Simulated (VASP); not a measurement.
A run of VASP 6.6.1:

POSCAR

```
Y
1.0
    6.5205588779      0.0000000000      0.0000000000
    0.0000000000      6.5205588779      0.0000000000
    0.0000000000      0.0000000000      6.5205588779
Y
8
Direct
    1.0000000000      0.0000000000      0.0000000000
    0.5000000000      0.5000000000      0.5000000000
    0.2500000000      1.0000000000      0.5000000000
    0.7500000000      1.0000000000      0.5000000000
    0.5000000000      0.2500000000      0.0000000000
    0.5000000000      0.7500000000      0.0000000000
    0.0000000000      0.5000000000      0.2500000000
    0.0000000000      0.5000000000      0.7500000000
```

File INCAR.step1:

```
SYSTEM = Y
PREC = Accurate
ENCUT = 520
ISMEAR = -1
SIGMA = 0.1
LREAL = .False.
LASPH = .True.
NELM = 100
NBANDS = 54
GGA = PE
ALGO = Normal
EDIFF = 1E-4
LWAVE = .True.
LCHARG = .False.
```

File INCAR.step2:

```
SYSTEM = Y
PREC = Accurate
ENCUT = 520
EDIFF = 1E-7
ISMEAR = -1
SIGMA = 0.1
LREAL = .False.
LASPH = .True.
NELM = 100
ALGO = Normal
ISIF = 2
LWAVE = .False.
LCHARG = .True.
METAGGA = R2SCAN
LMIXTAU = .True.
LELF = .True.
LVHAR = .True.
NBANDS = 54
ISTART = 1
```

Contents of KPOINTS:

```
regular mesh
0
Gamma
  5 5 5
  0 0 0
```

Potentials or basis: VASP PAW PBE potentials, release 64 (Y_sv).

The run is started by

```bash
$ cat potpaw_PBE.64/Y_sv/POTCAR > POTCAR
$ cp INCAR.step1 INCAR
$ mpirun -np 1 vasp_std > vasp.out
$ cp INCAR.step2 INCAR
$ mpirun -np 1 vasp_std > vasp.out
```

Hardware: 1 thread of AMD EPYC 7R13 Processor (Zen 3), on a shared host.

Problem. Estimate the wall time of this run.

Solution. Wall time 12 min on 1 thread of AMD EPYC 7R13 Processor (Zen 3), on a shared host, peak memory 0.39 GiB. Counts: k points 10.
